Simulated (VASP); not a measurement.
Set up this calculation in VASP 6.6.1, as the native input.

| Quantity | Value |
| --- | --- |
| Task | single point |
| Functional | PBE |
| Potentials or basis | VASP PAW PBE potentials, release 64 (Y_sv) |
| Cutoff | 520 eV |
| k mesh | 13 × 13 × 4 |
| Occupations | fermi-dirac, width 0.05 eV |
| Spin | collinear spin |
| Starting moments | [1.0, 1.0, 1.0, 1.0] μB |
| Dipole correction | no |
| Further INCAR settings | ALGO = Normal; EDIFF = 1e-07; NBANDS = 34 |

The structure of Y lies in POSCAR:

```
Y
1.0
    3.5031509536      0.0000000000      0.0000000000
   -1.7515754768      3.0338177191      0.0000000000
    0.0000000000      0.0000000000     11.2364489047
Y
4
Direct
    1.0000000000      1.0000000000      0.0000000000
    1.0000000000      0.0000000000      0.5000000000
    0.3333333333      0.6666666667      0.2500000000
    0.6666666667      0.3333333333      0.7500000000
```

The input as run:

INCAR

```
PREC = Accurate
ENCUT = 520
EDIFF = 1E-7
ISMEAR = -1
SIGMA = 0.05
LREAL = F
LASPH = T
NELM = 150
ALGO = Normal
ISIF = 2
LWAVE = F
LCHARG = T
ISPIN = 2
MAGMOM = 1 1 1 1
LORBIT = 11
LMAXMIX = 4
GGA = PE
LELF = T
LVHAR = T
NBANDS = 34
```

KPOINTS

```
regular mesh
0
Gamma
  13 13 4
```

Potentials or basis: VASP PAW PBE potentials, release 64 (Y_sv).

Command:

```console
$ cat potpaw_PBE.64/Y_sv/POTCAR > POTCAR
$ mpirun -np 1 vasp_std > vasp.out
```

It gave:

```
Pressure                                              : 3.6 GPa
Band gap on the k mesh                                : zero (filled and empty bands overlap)
Net moment                                            : 0.00 μB per cell
Valence electrons inside the program's atomic spheres : Y 9.56
```

Caveat: the cell stands under pressure.

Wall time 9.5 min on 1 thread of AMD EPYC 9R45 96-Core Processor (Zen 5), on a shared host, peak memory 0.5 GiB.
